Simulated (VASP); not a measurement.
# HfN: relaxation of cell and atoms with LDA

Crystal: HfN.

```
CELL_PARAMETERS angstrom
0.00000 2.23437 2.23437
2.23437 0.00000 2.23437
2.23437 2.23437 0.00000
ATOMIC_POSITIONS crystal
Hf 0.00000 0.00000 0.00000
N 0.50000 0.50000 0.50000
```

* Program: VASP 6.6.1
* Task: relaxation of cell and atoms
* Functional: LDA
* Potentials or basis: VASP PAW LDA potentials, release 64 (Hf_pv, N)
* Cutoff: 600 eV
* k mesh: 16 × 16 × 16
* Occupations: fermi-dirac, width 0.15 eV
* Spin: no spin polarisation
* Target pressure: 25 GPa
* Dipole correction: no
* Further INCAR settings: ALGO = Normal; EDIFF = 1e-06; IBRION = 2; EDIFFG = -0.001; NSW = 80; ISIF = 3

| Quantity | Value |
| --- | --- |
| Relaxed volume | 10.36 Å³/atom |
| Relaxed cell | a = 3.083 Å, b = 3.083 Å, c = 3.083 Å, α = 60.00°, β = 60.00°, γ = 60.00° |
| Space group after relaxing (to 0.05 Å) | Fm-3m (No. 225) |
| Energy change on relaxing (the enthalpy is what falls) | +54.8 meV/atom |
| Ionic steps | 7 |
| Pressure after relaxing | 25.0 GPa |

Step by step:
| step | energy change (eV) | largest force (eV/Å) | pressure (GPa) | volume (Å³) |
| --- | --- | --- | --- | --- |
| 1 | 0.0000 | 0.0000 | -1.24 | 22.31 |
| 2 | 1.9592 | 0.0000 | 150.62 | 16.92 |
| 3 | 0.0915 | 0.0000 | 22.57 | 20.84 |
| 4 | 0.1058 | 0.0000 | 24.50 | 20.74 |
| 5 | 0.1106 | 0.0000 | 25.13 | 20.71 |
| 6 | 0.1073 | 0.0000 | 24.69 | 20.73 |
| 7 | 0.1096 | 0.0000 | 24.99 | 20.72 |

Final structure:
```xyz
2
Lattice="0.0000 2.1799 2.1799 2.1799 0.0000 2.1799 2.1799 2.1799 0.0000" Properties=species:S:1:pos:R:3 pbc="T T T"
Hf    0.0000    0.0000    0.0000
N     2.1799    2.1799    2.1799
```

Levels at points of the mesh, in eV from the Fermi level:
```csv
k point,band 6,band 7,band 8,band 9,band 10,band 11
"(0.00, 0.00, 0.00)",-3.06,-3.06,-0.46,-0.46,-0.46,2.18
"(0.50, 0.00, 0.00)",-6.71,-6.71,3.79,4.24,4.24,5.15
"(0.50, 0.50, 0.00)",-4.33,-3.62,-3.62,4.65,6.37,6.37
```

It took 3.7 min on 1 thread of Intel(R) Xeon(R) Platinum 8259CL CPU @ 2.50GHz (Skylake/Cascade Lake), on a shared host, peak memory 0.19 GiB.

Caveat: the cell is relaxed towards a set pressure, so the enthalpy falls and the energy may rise; spin-orbit coupling is left out, which moves the levels of the heavy elements. LDA usually gives volumes a few per cent too small.
